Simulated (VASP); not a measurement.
Runs of VASP 6.6.1 on MoS2. The structure is that of space group P6_3/mmc (No. 194), or close to it. The cells are those of the table. 

```csv
cell,gap on the mesh (eV),pressure (GPa),largest force (eV/Å)
"a = 3.149, b = 3.149, c = 12.531 Å, angles 90.0, 90.0, 120.0°, 6 atoms",0.95,-5.6,0.95
"a = 3.023, b = 3.023, c = 12.096 Å, angles 90.0, 90.0, 120.0°, 6 atoms",0.89,14.4,0.92
"a = 3.055, b = 3.055, c = 11.878 Å, angles 90.0, 90.0, 120.0°, 6 atoms",(b),14.2,1.25
"a = 3.118, b = 3.118, c = 11.225 Å, angles 90.0, 90.0, 120.0°, 6 atoms",(c),(a),2.57
"a = 3.023, b = 3.023, c = 12.531 Å, angles 90.0, 90.0, 120.0°, 6 atoms",1.09,6.9,0.18
```

Alike in all rows: task single point; level PBE+D3(BJ); potentials or basis VASP PAW PBE potentials, release 64 (Mo_sv, S); no spin polarisation; k mesh 12 × 12 × 4; cutoff (eV) 520; smearing gaussian 0.05 eV.

Problem. Fill in the values left out.

Solution. (a) 19.0; (b) 0.76; (c) 0.14.

Caveats: forces of over 1 eV/Å act on the atoms, so gaps and moduli don't describe the material at rest (at least some runs); the stress differs along the axes, from -10 to -3 GPa (at least some runs); the stress differs along the axes, from 10 to 17 GPa (at least some runs); the cell stands under pressure (at least some runs); the stress differs along the axes, from 14 to 29 GPa (at least some runs); the stress differs along the axes, from -3 to 12 GPa (at least some runs).

A k mesh can miss the band edges, and the runs leave out spin-orbit coupling on Mo.
